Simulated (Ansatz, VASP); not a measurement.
## One calculation of Bi, two programs

INCAR

```
  ALGO = Normal
  EDIFF = 1E-6
  ENCUT = 520
  GGA = RP
  ISIF = 2
  ISMEAR = -1
  LASPH = T
  LCHARG = F
  LREAL = F
  LWAVE = F
  NBANDS = 14
  NELM = 80
  PREC = Accurate
  SIGMA = 0.1
```

KPOINTS

```
k-points
0
Gamma
  12 12 12
```

POSCAR

```
Bi
1.0
    0.0000000000      2.4340386940      2.4340386940
    2.4340386940      0.0000000000      2.4340386940
    2.4340386940      2.4340386940      0.0000000000
Bi
1
Direct
    0.0000000000      0.0000000000      0.0000000000
```

Input for Ansatz:

```yaml
crystal:
  lattice:
    - [0.0, 2.434038694, 2.434038694]
    - [2.434038694, 0.0, 2.434038694]
    - [2.434038694, 2.434038694, 0.0]
  atoms:
    - { symbol: Bi, position: [0.0, 0.0, 0.0] }
hamiltonian:
  xc: rpbe
  pseudopotentials:
    kind: paw
    azcp:
      Bi: "pseudopotentials/Bi.paw.azcp"
basis:
  ecutwfc: 420
  fft_grid_basis: typed
kpoints:
  mp_grid: { grid: [12, 12, 12], shift: [0, 0, 0] }
magnetization:
  spin_polarized: false
scf:
  occupations: { method: fermi_dirac, width: 0.1 }
  lower_state_search: "off"
output:
  stress: true
```

Alike in both runs: task single point; functional RPBE; k mesh 12 × 12 × 12; occupations fermi-dirac, width 0.1 eV; no spin polarisation.

|  | VASP | Ansatz |
| --- | --- | --- |
| version | VASP 6.6.1 | Ansatz 0.2.0 |
| potentials or method | VASP PAW PBE potentials, release 64 (Bi_d), cutoff 520 eV | plane waves (420 eV) with PAW, scalar-relativistic |
| valence electrons in the cell | 15 | 15 |

|  | VASP | Ansatz | Ansatz less VASP |
| --- | --- | --- | --- |
| pressure (GPa) | 7.7 | 7.8 | +0.06 |

VASP's potentials were made for PBE, not for RPBE.

Neither program's run includes spin-orbit coupling.
